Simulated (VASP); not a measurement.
# MgS in VASP: further runs

The runs below take MgS through single point, with PBE.

Everything below comes from runs of VASP 6.6.1. Logs are shortened: lines on timing, memory, paths and dates and some standing lists are left out, and cuts for length are marked.

## 1. The cell of the first run

It takes space group I4/mmm (No. 139, tetragonal). Conventional cell: a = 3.863 Å, b = 3.863 Å, c = 5.333 Å, α = 90.00°, β = 90.00°, γ = 90.00°. Within 3.5 Å of Mg (site symmetry 4/mmm) lie 6 S at 2.67 to 2.73 Å. S (site symmetry 4/mmm) has 6 Mg at 2.67 to 2.73 Å within 3.5 Å.

## 2. Single point, PBE (strain +0.050 along x and y, +0.025 along z)

The input, INCAR:

```
SYSTEM = MgS
  ALGO = Normal
  EDIFF = 1E-6
  ENCUT = 520
  GGA = PE
  ISIF = 2
  ISMEAR = 0
  LASPH = .True.
  LCHARG = .True.
  LELF = .True.
  LREAL = .False.
  LVHAR = .True.
  LWAVE = .False.
  NBANDS = 11
  NELM = 80
  PREC = Accurate
  SIGMA = 0.05
```

The input, KPOINTS:

```
k-points
0
Gamma
  8 8 8
  0 0 0
```

The input, POSCAR:

```
MgS
1.0
    0.0000000000      2.7317325000      2.6666912500
    2.7317325000      0.0000000000      2.6666912500
    2.7317325000      2.7317325000      0.0000000000
Mg S
1 1
Direct
    0.0000000000      0.0000000000      0.0000000000
    0.5000000000      0.5000000000      0.5000000000
```

Potentials or basis: VASP PAW PBE potentials, release 64 (Mg, S).

On the command line:

```sh
cat potpaw_PBE.64/Mg/POTCAR potpaw_PBE.64/S/POTCAR > POTCAR
mpirun -np 1 vasp_std > vasp.out
```

OUTCAR:

```text
SYSTEM = MgS
   EDIFF = 1E-6
   ENCUT = 520
   GGA = PE
   ISIF = 2
   ISMEAR = 0
   LASPH = .True.
   LREAL = .False.
   NELM = 80
   PREC = Accurate

 ion  position               nearest neighbor table
   1  0.000  0.000  0.000-   2 2.67   2 2.67   2 2.73   2 2.73   2 2.73   2 2.73
   2  0.500  0.500  0.500-   1 2.67   1 2.67   1 2.73   1 2.73   1 2.73   1 2.73

  LATTYP: Found a body centered tetragonal cell.
 ALAT       =     3.8632531503
 C/A-ratio  =     1.3805418109

  Lattice vectors:

 A1 = (   0.0000000000,  -2.7317325000,  -2.6666912500)
 A2 = (   0.0000000000,   2.7317325000,  -2.6666912500)
 A3 = (   2.7317325000,   0.0000000000,   2.6666912500)

Analysis of symmetry for initial positions (statically):
=====================================================================
 Subroutine PRICEL returns:
 Original cell was already a primitive cell.

 Routine SETGRP: Setting up the symmetry group for a
 body centered tetragonal supercell.

 Subroutine GETGRP returns: Found 16 space group operations
 (whereof 16 operations were pure point group operations)
 out of a pool of 16 trial point group operations.

The static configuration has the point symmetry D_4h.

Analysis of symmetry for dynamics (positions and initial velocities):
=====================================================================
 Subroutine PRICEL returns:
 Original cell was already a primitive cell.

 Routine SETGRP: Setting up the symmetry group for a
 body centered tetragonal supercell.

 Subroutine GETGRP returns: Found 16 space group operations
 (whereof 16 operations were pure point group operations)
 out of a pool of 16 trial point group operations.

The dynamic configuration has the point symmetry D_4h.

 Subroutine INISYM returns: Found 16 space group operations
 (whereof 16 operations are pure point group operations),
 and found     1 'primitive' translations

----------------------------------------------------------------------------------------

                                     Primitive cell

  volume of cell :      39.7996

  direct lattice vectors                    reciprocal lattice vectors
     0.000000000  2.731732500  2.666691250    -0.183034027  0.183034027  0.187498272
     2.731732500  0.000000000  2.666691250     0.183034027 -0.183034027  0.187498272
     2.731732500  2.731732500  0.000000000     0.183034027  0.183034027 -0.187498272

  length of vectors
     3.817539086  3.817539086  3.863253150     0.319622452  0.319622452  0.319622452

  position of ions in fractional coordinates (direct lattice)
     0.000000000  0.000000000  0.000000000
     0.500000000  0.500000000  0.500000000

  ion indices of the primitive-cell ions
   primitive index   ion index
                 1           1
                 2           2

----------------------------------------------------------------------------------------

 KPOINTS: k-points

Automatic generation of k-mesh.
 Grid dimensions read from file:
 generate k-points for:    8    8    8

 Generating k-lattice:

  Cartesian coordinates                     Fractional coordinates (reciprocal lattice)
    -0.022879253  0.022879253  0.023437284     0.125000000 -0.000000000  0.000000000
     0.022879253 -0.022879253  0.023437284    -0.000000000  0.125000000  0.000000000
     0.022879253  0.022879253 -0.023437284     0.000000000  0.000000000  0.125000000

  Length of vectors
     0.039952807  0.039952807  0.039952807

  Shift w.r.t. Gamma in fractional coordinates (k-lattice)
     0.000000000  0.000000000  0.000000000

 Subroutine IBZKPT returns following result:
 ===========================================

 Found     59 irreducible k-points:

 Following reciprocal coordinates:
            Coordinates               Weight
  0.000000  0.000000  0.000000      1.000000
  0.125000  0.000000  0.000000      8.000000
  0.250000  0.000000  0.000000      8.000000
  0.375000  0.000000  0.000000      8.000000
  0.500000  0.000000  0.000000      4.000000
  0.125000  0.125000  0.000000      2.000000
[... 16 lines left out ...]
  0.250000  0.000000  0.125000     16.000000
  0.375000 -0.000000  0.125000     16.000000
 [... further k-points ...]
   k-points           NKPTS =     59   k-points in BZ     NKDIM =     59   number of bands    NBANDS=     11
   number of dos      NEDOS =    301   number of ions     NIONS =      2
   total plane-waves  NPLWV =  23520
   dimension x,y,z NGX =    28 NGY =   28 NGZ =   30
   dimension x,y,z NGXF=    56 NGYF=   56 NGZF=   60
   ions per type =               1   1
   NGX,Y,Z   is equivalent  to a cutoff of  12.19, 12.19, 12.91 a.u.
   NGXF,Y,Z  is equivalent  to a cutoff of  24.39, 24.39, 25.82 a.u.
 SYSTEM =  MgS
   PREC   = accura    normal or accurate (medium, high low for compatibility)
   ISTART =      0    job   : 0-new  1-cont  2-samecut
   ICHARG =      2    charge: 1-file 2-atom 10-const
   ISPIN  =      1    spin polarized calculation?
   LNONCOLLINEAR =      F non collinear calculations
   LSORBIT =      F    spin-orbit coupling
   LASPH  =      T    aspherical Exc in radial PAW
   ENCUT  =  520.0 eV  38.22 Ry    6.18 a.u.   7.10  7.10  7.18*2*pi/ulx,y,z
   NELM   =     80;   NELMIN=  2; NELMDL= -5     # of ELM steps
   EDIFF  = 0.1E-05   stopping-criterion for ELM
   LREAL  =      F    real-space projection
   EDIFFG = 0.1E-04   stopping-criterion for IOM
   NSW    =      0    number of steps for IOM
   IBRION =     -1    ionic relax: 0-MD 1-quasi-New 2-CG
   NFREE  =      0    steps in history (QN), initial steepest desc. (CG)
   ISIF   =      2    stress and relaxation
   ISYM   =      2    0-nonsym 1-usesym 2-fastsym
   POTIM  = 0.5000    time-step for ionic-motion
   TEBEG  =    0.0;   TEEND  =   0.0 temperature during run
   PSTRESS=    0.0 pullay stress
   NELECT =       8.0000    total number of electrons
   NUPDOWN=      -1.0000    fix difference up-down
   EMIN   =  10.00;   EMAX   =-10.00  energy-range for DOS
   EFERMI =   0.00;   METHOD = LEGACY
   ISMEAR =     0;   SIGMA  =   0.05  broadening in eV -4-tet -1-fermi 0-gaus
   EFERMI_NEDOS =   21; number of points for ismear=-14 and -15
   IALGO  =     38    algorithm
   IMIX   =      4    mixing-type and parameters
     AMIX     =   0.40;   BMIX     =  1.00
     AMIX_MAG =   1.60;   BMIX_MAG =  1.00
  volume/ion in A,a.u.               =      19.90       134.29
  Fermi-wavevector in a.u.,A,eV,Ry     =   0.958985  1.812219 12.512628  0.919652
  Thomas-Fermi vector in A             =   2.088141
   LORBIT       =      0    0 simple, 1 ext, 2 COOP (PROOUT), +10 PAW based schemes
   GGA     = PE    functional components
   LHFCALC =     F    Hartree Fock is set to
   AEXX    =    0.0000 exact exchange contribution
   IVDW    =     0    specifies the selected vdW correction
   LEPSILON=     F    determine dielectric tensor
   LRPA    =     F    only Hartree local field effects (RPA)
 non-spin polarized calculation
 Gauss-broadening in eV      SIGMA  =   0.05
  energy-cutoff  :      520.00
  volume of cell :       39.80
 maximum number of plane-waves:      1088
   NGX = 15   NGY = 15   NGZ = 15

 number of electron       8.0000000 magnetization

 Free energy of the ion-electron system (eV)
  ---------------------------------------------------
  ext. energy  EPLUGINS =         0.00000000
  ---------------------------------------------------
  free energy    TOTEN  =        -8.40684708 eV

  energy without entropy =       -8.40684708  energy(sigma->0) =       -8.40684708

 E-fermi :   2.9687     XC(G=0):  -9.1937

 val. band max:        2.7413465438   @ k =   0.0000   0.0000   0.0000
 cond. band min:       5.1481239594   @ k =   0.5000   0.5000   0.0000
 fundamental gap:      2.4067774156
 Fermi energy:         2.9686851009

 k-point     1 :       0.0000    0.0000    0.0000
  band No.  band energies     occupation
      1      -9.3264      2.00000
      2       2.6318      2.00000
      3       2.7413      2.00000
      4       2.7413      2.00000
      5       5.5255      0.00000
      6      10.6316      0.00000
      7      10.6316      0.00000
      8      10.8610      0.00000
      9      12.7463      0.00000
     10      13.0412      0.00000
     11      14.6703      0.00000

 k-point     2 :       0.1250    0.0000    0.0000
  band No.  band energies     occupation
      1      -9.2037      2.00000
      2       1.7245      2.00000
      3       2.6045      2.00000
      4       2.6526      2.00000
      5       6.3632      0.00000
      6      10.2955      0.00000
      7      10.7954      0.00000
      8      10.9850      0.00000
      9      12.0678      0.00000
     10      12.2723      0.00000
     11      14.4792      0.00000

 k-point     3 :       0.2500    0.0000    0.0000
  band No.  band energies     occupation
      1      -8.8772      2.00000
      2       0.1810      2.00000
      3       2.4526      2.00000
      4       2.4573      2.00000
      5       7.1560      0.00000
      6      10.2291      0.00000
      7      10.3539      0.00000
      8      10.5339      0.00000
      9      12.7548      0.00000
     10      12.7763      0.00000
     11      13.8048      0.00000
[... 267 lines left out ...]
 k-point    23 :       0.2500    0.0000    0.1250
  band No.  band energies     occupation
      1      -8.9120      2.00000
      2       0.6224      2.00000
      3       2.1800      2.00000
      4       2.2790      2.00000
      5       7.4689      0.00000
      6       9.4806      0.00000
      7       9.7747      0.00000
      8      11.3279      0.00000
      9      12.1544      0.00000
     10      13.4985      0.00000
     11      15.1784      0.00000

 k-point    24 :       0.3750   -0.0000    0.1250
  band No.  band energies     occupation
      1      -8.5430      2.00000
      2      -0.6003      2.00000
      3       1.9490      2.00000
      4       2.0740      2.00000
      5       7.6561      0.00000
      6       8.9772      0.00000
      7      10.4862      0.00000
      8      10.6440      0.00000
      9      13.3376      0.00000
     10      15.0012      0.00000
     11      15.0710      0.00000

 [... further k-points ...]

------------------------ aborting loop because EDIFF is reached ----------------------------------------

  FORCE on cell =-STRESS in cart. coord.  units (eV):
  Direction    XX          YY          ZZ          XY          YZ          ZX
  --------------------------------------------------------------------------------------
  -------------------------------------------------------------------------------------
  Total       -1.7223932     -1.7223932     -1.4308628      0.0000000     -0.0000000      0.0000000
  in kB      -69.3368043    -69.3368043    -57.6009329      0.0000000     -0.0000000      0.0000000
  external PRESSURE =     -65.4248471 kB  Pullay stress =       0.0000000 kB

 VOLUME and BASIS-vectors are now :
 -----------------------------------------------------------------------------
  energy-cutoff  :      520.00
  volume of cell :       39.80
      direct lattice vectors                 reciprocal lattice vectors
     0.000000000  2.731732500  2.666691250    -0.183034027  0.183034027  0.187498272
     2.731732500  0.000000000  2.666691250     0.183034027 -0.183034027  0.187498272
     2.731732500  2.731732500  0.000000000     0.183034027  0.183034027 -0.187498272

 POSITION                                       TOTAL-FORCE (eV/Angst)
 -----------------------------------------------------------------------------------
      0.00000      0.00000      0.00000        -0.000000      0.000000      0.000000
      2.73173      2.73173      2.66669         0.000000     -0.000000      0.000000
 -----------------------------------------------------------------------------------
    total drift:                                0.000000      0.000000      0.000000

  FREE ENERGIE OF THE ION-ELECTRON SYSTEM (eV)
  ---------------------------------------------------
  free  energy   TOTEN  =        -8.4068470784 eV

  energy  without entropy=       -8.4068470784  energy(sigma->0) =       -8.40684708
```

It took 11 s on 1 thread of Intel Xeon 6975P-C (Granite Rapids), shared host; peak memory 0.17 GiB.

Results:

| Item | Value |
| --- | --- |
| Free energy | -8.4068 eV |
| Pressure | -6.5 GPa |
| Band gap on the k mesh | 2.41 eV, indirect (least direct gap 2.78 eV) |

Stress tensor (GPa, compression positive):
```
-6.93  0.00  0.00
 0.00 -6.93  0.00
 0.00  0.00 -5.76
```

Levels at points of the mesh, in eV from the valence-band top:
| k point | band 2 | band 3 | band 4 | band 5 | band 6 | band 7 |
| --- | --- | --- | --- | --- | --- | --- |
| (0.00, 0.00, 0.00) | -0.11 | 0.00 | 0.00 | 2.78 | 7.89 | 7.89 |
| (0.50, 0.00, 0.00) | -4.26 | -0.52 | -0.48 | 4.32 | 6.59 | 6.83 |
| (0.50, 0.50, 0.00) | -3.62 | -1.52 | -1.52 | 2.41 | 4.63 | 10.98 |
| (0.50, 0.00, 0.50) | -3.63 | -1.53 | -1.34 | 2.50 | 4.71 | 10.72 |

Caveat: the cell differs from its parent crystal (strain +0.050 along x and y, +0.025 along z).

(Part 1 of 2 ends here.)
